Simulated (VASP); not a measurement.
Runs of VASP 6.6.1 on AlRu. The structure is that of space group Pm-3m (No. 221), or close to it. The cells are those of the table. 

```tsv
task	cell	k mesh	smearing	gap on the mesh (eV)	pressure (GPa)
electric field gradients	a = 2.992 Å, 2 atoms	15 × 15 × 15	fermi-dirac 0.02 eV	none	2.5
relaxation of the atoms	atoms relaxed from a = 3.050 Å, 2 atoms	16 × 16 × 16	fermi-dirac 0.05 eV	none	-8.5
single point	a = 2.992, b = 2.992, c = 2.902 Å, 2 atoms	16 × 16 × 16	fermi-dirac 0.05 eV	none	(a)
single point	a = 2.972 Å, 2 atoms	16 × 16 × 16	fermi-dirac 0.05 eV	none	7.1
single point	a = 3.011 Å, 2 atoms	16 × 16 × 16	fermi-dirac 0.05 eV	none	-1.5
```

Alike in all rows: level PBE; potentials or basis VASP PAW PBE potentials, release 64 (Al, Ru_pv); no spin polarisation; cutoff (eV) 520.

Q: Fill in the values left out.

A: (a) 9.7.

Caveats: the relaxation stopped at its first step, so nothing moved (some runs).

A k mesh can miss the band edges, and the runs leave out spin-orbit coupling on Ru.

A gap of «none» marks levels without a gap at the run's occupations.
